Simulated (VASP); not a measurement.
Here is a VASP 6.6.1 calculation.

File POSCAR:

```
Sb
1.0
    0.0000000000      2.3712425216      2.3712425216
    2.3712425216      0.0000000000      2.3712425216
    2.3712425216      2.3712425216      0.0000000000
Sb
1
Direct
    0.0000000000      0.0000000000      0.0000000000
```

The input INCAR.step1:

```
  PREC = Accurate
  ENCUT = 440
  EDIFF = 1E-5
  ISMEAR = -1
  SIGMA = 0.05
  LREAL = False
  LASPH = True
  NELM = 120
  ALGO = Normal
  ISIF = 2
  LWAVE = True
  LCHARG = False
  NBANDS = 14
  GGA = PE
  GGA_COMPAT = False
```

File INCAR.step2:

```
  PREC = Accurate
  ENCUT = 440
  EDIFF = 1E-6
  ISMEAR = -1
  SIGMA = 0.05
  LREAL = False
  LASPH = True
  NELM = 120
  ALGO = Normal
  ISIF = 2
  LWAVE = False
  LCHARG = False
  METAGGA = R2SCAN
  LHFCALC = True
  AEXX = 0.25
  LMIXTAU = True
  PRECFOCK = Normal
  NBANDS = 14
  ISTART = 1
  GGA_COMPAT = False
```

KPOINTS

```
regular mesh
0
Gamma
  5 5 5
```

Potentials or basis: VASP PAW PBE potentials, release 64 (Sb_d_GW).

Run with:

```bash
$ cat potpaw_PBE.64/Sb_d_GW/POTCAR > POTCAR
$ cp INCAR.step1 INCAR
$ mpirun -np 1 vasp_std > vasp.out
$ cp INCAR.step2 INCAR
$ mpirun -np 1 vasp_std > vasp.out
```

(1) Predict the band gap on the k mesh.

(2) Predict the pressure.

## Answers

(1) zero (an odd number of electrons rules out a gap without spin polarisation).

(2) -0.6 GPa.

Caveat: the k points lie up to 0.46 Å⁻¹ apart, too coarse for converged energies and pressures of a metal; the PAW data sets were made with another functional, which shifts forces and pressure a little; spin-orbit coupling is left out, which moves the levels of the heavy elements.
